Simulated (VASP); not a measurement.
# NaGa12O18 (a cell with a defect) (Na interstitial hop between voids) in VASP: a series of runs, part 2 of 2

VASP 6.6.1. The steps go on from the part before.

### 3 Single point, PBE

The input, INCAR:

```
SYSTEM = NaGa12O18
PREC = Accurate
ENCUT = 520
EDIFF = 1E-7
ISMEAR = -1
SIGMA = 0.01
LREAL = Auto
LASPH = .True.
NELM = 60
ALGO = Normal
ISIF = 2
LWAVE = .False.
LCHARG = .True.
GGA = PE
LELF = .True.
LVHAR = .True.
NBANDS = 156
NELECT = 270.0
```

The input, KPOINTS:

```
Automatic mesh
0
Gamma
  1 1 1
  0.25 0.25 0.25
```

The input, POSCAR:

```
NaGa12O18
1.0
    0.0000000000      9.2496621800      0.0000000000
   -1.3977182400      0.0000000000      5.7085775500
    6.2279771500     -1.5416103600      0.0067278600
Ga O Na
12 18 1
Direct
    0.1154175744      0.6438400743      0.6869949765
    0.2243252394      0.3180955735      0.3040714408
    0.3207523773      0.1993494158      0.8377701441
    0.0215692359      0.7712720384      0.1407217745
    0.4471201743      0.6819069201      0.6805231680
    0.5551343935      0.3041241168      0.3211859609
    0.6338032841      0.2015255769      0.8085209456
    0.3655082440      0.7889743934      0.1800706511
    0.7729914269      0.6847756381      0.6788437558
    0.8777696299      0.3193295834      0.3135186171
    0.9697341517      0.1940169558      0.8643405247
    0.6933845734      0.7892553784      0.1788779264
    0.1733937055      0.7246846656      0.0027329862
    0.1722455219      0.2604630910      0.9850452025
    0.2713679161      0.4079673002      0.6415158952
    0.0552810946      0.5721779249      0.3454209080
    0.0402236572      0.1052984757      0.2419023969
    0.2805557736      0.8817419275      0.6820634811
    0.5002321950      0.7343611152      0.0041059761
    0.5098930255      0.2570183909      1.0011480683
    0.6052378633      0.4338507696      0.6476408049
    0.3906222888      0.5596500146      0.3469885938
    0.3867928861      0.1033263866      0.3210989904
    0.6074980996      0.8893071721      0.6636645825
    0.8239941161      0.7319734364     -0.0031400849
    0.8196793927      0.2731712248      0.9955436981
    0.9516684118      0.4000237545      0.6506341306
    0.7267550746      0.5633065663      0.3534232399
    0.7234043496      0.1010947222      0.3330834213
    0.9489877435      0.8777479593      0.7013679125
    1.0840613262      1.0510412164      0.5491653866
```

Potentials or basis: VASP PAW PBE potentials, release 64 (Ga_d, O, Na_pv).

Started as:

```sh
cat potpaw_PBE.64/Ga_d/POTCAR potpaw_PBE.64/O/POTCAR potpaw_PBE.64/Na_pv/POTCAR > POTCAR
mpirun -np 1 vasp_std > vasp.out
```

OUTCAR:

```text
SYSTEM = NaGa12O18
   PREC = Accurate
   ENCUT = 520
   EDIFF = 1E-7
   ISMEAR = -1
   LREAL = Auto
   LASPH = .True.
   NELM = 60
   ISIF = 2
   GGA = PE
   NELECT = 270.0

 ion  position               nearest neighbor table
   1  0.115  0.644  0.687-  13 1.91  27 2.02  15 2.03  30 2.07  16 2.07  18 2.08  31 2.73
   2  0.224  0.318  0.304-  14 1.93  23 1.96  17 2.02  22 2.02  15 2.04  16 2.18
   3  0.321  0.199  0.838-  20 1.80  14 1.84  18 1.89  15 1.93  31 2.51
   4  0.022  0.771  0.141-  13 1.82  25 1.83  17 1.91  16 1.92  31 2.68
   5  0.447  0.682  0.681-  18 1.94  24 1.96  19 1.97  22 2.03  21 2.08  15 2.22
   6  0.555  0.304  0.321-  20 1.95  23 1.95  29 1.96  21 2.00  28 2.14  22 2.15
   7  0.634  0.202  0.809-  26 1.83  24 1.84  20 1.86  21 1.88
   8  0.366  0.789  0.180-  23 1.85  13 1.85  19 1.85  22 1.89
   9  0.773  0.685  0.679-  25 1.93  30 1.94  24 1.94  28 1.98  21 2.08  27 2.36
  10  0.878  0.319  0.314-  26 1.93  29 1.96  28 2.02  17 2.03  27 2.05  16 2.16  31 2.85
  11  0.970  0.194  0.864-  26 1.80  14 1.85  30 1.90  27 2.01  31 2.48
  12  0.693  0.789  0.179-  19 1.85  25 1.85  29 1.86  28 1.91
  13  0.173  0.725  0.003-   4 1.82   8 1.85   1 1.91
  14  0.172  0.260  0.985-   3 1.84  11 1.85   2 1.93
[... 251 lines left out ...]
      3     -17.7598      2.00000
      4     -14.6941      2.00000
      5     -14.5263      2.00000
      6     -14.3410      2.00000
[... 139 lines left out ...]
    146      10.7134      0.00000
    147      11.2226      0.00000
 [bands above 147 left out]

------------------------ aborting loop because EDIFF is reached ----------------------------------------

  FORCE on cell =-STRESS in cart. coord.  units (eV):
  Direction    XX          YY          ZZ          XY          YZ          ZX
  --------------------------------------------------------------------------------------
  -------------------------------------------------------------------------------------
  Total        7.2560457      5.5577601     -5.3297740      0.3872243     -0.0555170      2.0903734
  in kB       35.3423114     27.0704041    -25.9599431      1.8860687     -0.2704087     10.1816653
  external PRESSURE =      12.1509241 kB  Pullay stress =       0.0000000 kB

 VOLUME and BASIS-vectors are now :
 -----------------------------------------------------------------------------
  energy-cutoff  :      520.00
  volume of cell :      328.94
      direct lattice vectors                 reciprocal lattice vectors
     0.000000000  9.249662180  0.000000000     0.026753887  0.108112056  0.006550563
    -1.397718240  0.000000000  5.708577550    -0.000189185  0.000000000  0.175128666
     6.227977150 -1.541610360  0.006727860     0.160523321  0.000000000  0.039303377

 POSITION                                       TOTAL-FORCE (eV/Angst)
 -----------------------------------------------------------------------------------
      3.37868      0.00849      3.68003         0.006107      0.000421      0.013314
      1.44914      1.60617      1.81792        -0.005331     -0.007109      0.003284
      4.93898      1.67534      1.14364         0.014043      0.007785      0.008139
     -0.20161     -0.01743      4.40381        -0.011002      0.001212     -0.007236
      3.28517      3.08661      3.89730         0.014761     -0.006130     -0.003076
      1.57526      4.63966      1.73828        -0.016767      0.002193      0.000136
[... 23 lines left out ...]
      3.14126      7.69658      5.01541        -0.009860     -0.001812     -0.009376
      3.34885     -0.06906      0.29507         0.028412     -0.001474     -0.013345
 -----------------------------------------------------------------------------------
    total drift:                                0.005759      0.002599      0.006114

  FREE ENERGIE OF THE ION-ELECTRON SYSTEM (eV)
  ---------------------------------------------------
  free  energy   TOTEN  =      -185.0700098681 eV

  energy  without entropy=     -185.0700098681  energy(sigma->0) =     -185.07000987
```

stdout:

```text
POSCAR found type information on POSCAR GaO Na
 POSCAR found :  3 types and      31 ions
 scaLAPACK will be used
 LDA part: xc-table for (Slater+PW92), standard interpolation
 POSCAR, INCAR and KPOINTS ok, starting setup
 FFT: planning ... GRIDC
 FFT: planning ... GRID_SOFT
 FFT: planning ... GRID
 WAVECAR not read
 entering main loop
 the old and the new charge density differ
 old charge density:   271.00000 new  270.00000
    0.301E+01
```

Wall time 98 s (1 thread of Intel Xeon 6975P-C (Granite Rapids), shared host); peak memory 0.39 GiB.

Results:

```yaml
Free_energy: -185.0700 eV
Largest_force: 0.057 eV/Å
```

Forces on the atoms (eV/Å):
```
Ga   0.006  0.000  0.013
Ga  -0.005 -0.007  0.003
Ga   0.014  0.008  0.008
Ga  -0.011  0.001 -0.007
Ga   0.015 -0.006 -0.003
Ga  -0.017  0.002  0.000
Ga  -0.003 -0.001 -0.002
Ga   0.009 -0.003  0.006
Ga   0.009  0.023 -0.015
Ga  -0.003  0.006  0.000
Ga   0.021 -0.010  0.013
Ga   0.011  0.003  0.003
O    0.004  0.002  0.000
O   -0.018  0.006  0.005
O    0.001  0.012 -0.002
O    0.000  0.005  0.006
O   -0.057 -0.002  0.006
O   -0.014 -0.009 -0.007
O   -0.014 -0.001 -0.007
O    0.005  0.005  0.008
O    0.014  0.000  0.001
O   -0.006  0.006  0.004
O    0.022 -0.005 -0.018
O   -0.020  0.001  0.018
O    0.003 -0.004 -0.009
O   -0.001 -0.011  0.009
O    0.006 -0.025  0.001
O   -0.012 -0.003  0.004
O    0.023  0.007 -0.015
O   -0.010 -0.002 -0.009
Na   0.028 -0.001 -0.013
```

Levels at points of the mesh, in eV from the Fermi level:
```
           k point  band 132  band 133  band 134  band 135  band 136  band 137  band 138  band 139
(0.25, 0.25, 0.25)     -0.75     -0.58     -0.45     -0.34      3.78      4.47      5.11      5.39
```

Caveat: the k points lie up to 1.10 Å⁻¹ apart; the cell carries a net charge on a neutralising background, which shifts energy and pressure; the cell is charged against a uniform background, so pressure and absolute levels hang on convention.
